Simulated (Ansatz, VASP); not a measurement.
Given: the input of a run of Ansatz 0.2.0 on Hf.

File input:

```
crystal:
  lattice:
    - [0.0, 2.22, 2.22]
    - [2.22, 0.0, 2.22]
    - [2.22, 2.22, 0.0]
  atoms:
    - { symbol: Hf, position: [0.0, 0.0, 0.0] }
hamiltonian:
  xc: hf
  pseudopotentials: { kind: paw }
kpoints:
  mp_grid: { grid: [5, 5, 5] }
scf:
  occupations: { method: fermi_dirac, width: 0.05 }
output:
  forces: true
  stress: true
  eigenvalues: true
```

Problem. Translate it to VASP 6.6.1. Potentials there: VASP PAW PBE potentials, release 64 (Hf_pv).

Solution. As run (the cutoff follows the program's own potentials):

Contents of POSCAR:

```
Hf
1.0
    0.0000000000      2.2200000000      2.2200000000
    2.2200000000      0.0000000000      2.2200000000
    2.2200000000      2.2200000000      0.0000000000
Hf
1
Direct
    0.0000000000      0.0000000000      0.0000000000
```

The input INCAR.step1:

```
PREC = Accurate
ENCUT = 520
EDIFF = 1E-5
ISMEAR = -1
SIGMA = 0.05
LREAL = F
LASPH = T
NELM = 80
ALGO = Normal
ISIF = 2
LWAVE = T
LCHARG = F
GGA = PE
NBANDS = 11
```

The input INCAR.step2:

```
PREC = Accurate
ENCUT = 520
EDIFF = 1E-6
ISMEAR = -1
SIGMA = 0.05
LREAL = F
LASPH = T
NELM = 80
ALGO = Normal
ISIF = 2
LWAVE = F
LCHARG = F
GGA = PE
LHFCALC = T
AEXX = 1.0
ALDAC = 0.0
AGGAC = 0.0
PRECFOCK = Normal
ISTART = 1
NBANDS = 11
```

Contents of KPOINTS:

```
regular mesh
0
Gamma
  5 5 5
```

Potentials or basis: VASP PAW PBE potentials, release 64 (Hf_pv).

Launch:

```bash
$ cat potpaw_PBE.64/Hf_pv/POTCAR > POTCAR
$ cp INCAR.step1 INCAR
$ mpirun -np 1 vasp_std > vasp.out
$ cp INCAR.step2 INCAR
$ mpirun -np 1 vasp_std > vasp.out
```

Both were run:

|  | VASP | Ansatz | Ansatz less VASP |
| --- | --- | --- | --- |
| gap on the k mesh at the Fermi level (eV) | none | none | - |
| pressure (GPa) | 13.6 | 20.9 | +7.30 |

VASP's potentials were made for PBE, not for HF. A gap of «none» marks a metal or a gap that the smearing closes. With one functional, cell and mesh, what is left measures potentials, basis and numerics. VASP's potentials hold 10 valence electrons a cell and Ansatz's 26, so a difference there can come from the potentials and not from the codes.

The k mesh is coarse, so the values compare programs but aren't converged. Neither program's run includes spin-orbit coupling.
